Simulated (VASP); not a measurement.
Set up this calculation in VASP 6.6.1, as the native input.

| Quantity | Value |
| --- | --- |
| Task | single point |
| Functional | PBE |
| Potentials or basis | VASP PAW PBE potentials, release 64 (Co, O) |
| Cutoff | 600 eV |
| k mesh | 4 × 4 × 4 |
| Occupations | fermi-dirac, width 0.05 eV |
| Spin | collinear spin, ferromagnetic start |
| Starting moments | [3.0, 0.0] μB |
| Hubbard terms | Co d U = 4.0 eV |
| Dipole correction | no |
| Further INCAR settings | ALGO = Normal; EDIFF = 1e-06; NBANDS = 18 |

The structure of CoO lies in POSCAR:

```
CoO
1.0
    0.0000000000      2.1300000000      2.1300000000
    2.1300000000      0.0000000000      2.1300000000
    2.1300000000      2.1300000000      0.0000000000
Co O
1 1
Direct
    0.0000000000      0.0000000000      0.0000000000
    0.5000000000      0.5000000000      0.5000000000
```

These files were run (other wordings do the same):

INCAR

```
PREC = Accurate
ENCUT = 600
EDIFF = 1E-6
ISMEAR = -1
SIGMA = 0.05
LREAL = F
LASPH = T
NELM = 200
ALGO = Normal
ISIF = 2
LWAVE = F
LCHARG = F
ISPIN = 2
MAGMOM = 3 0
LORBIT = 11
LMAXMIX = 4
LDAU = T
LDAUTYPE = 2
LDAUL = 2 -1
LDAUU = 4 0
LDAUJ = 0 0
LDAUPRINT = 1
GGA = PE
NBANDS = 18
GGA_COMPAT = F
```

KPOINTS

```
Automatic mesh
0
Gamma
  4 4 4
```

Potentials or basis: VASP PAW PBE potentials, release 64 (Co, O).

The run is started by

```console
$ cat potpaw_PBE.64/Co/POTCAR potpaw_PBE.64/O/POTCAR > POTCAR
$ mpirun -np 1 vasp_std > vasp.out
```

Results of the run:

* Pressure: -1.9 GPa
* Band gap on the k mesh: zero (filled and empty bands overlap)
* Net moment: 2.99 μB per cell
* Site moments: Co +2.74; O +0.25 μB
* Valence electrons inside the program's atomic spheres: Co 7.81; O 5.00

Caveat: the k points lie up to 0.64 Å⁻¹ apart; a cell with one magnetic atom can't hold antiferromagnetic order, which such compounds often take.

Wall time 21 s on 1 thread of AMD EPYC 7R13 (shared host), peak memory 0.12 GiB.
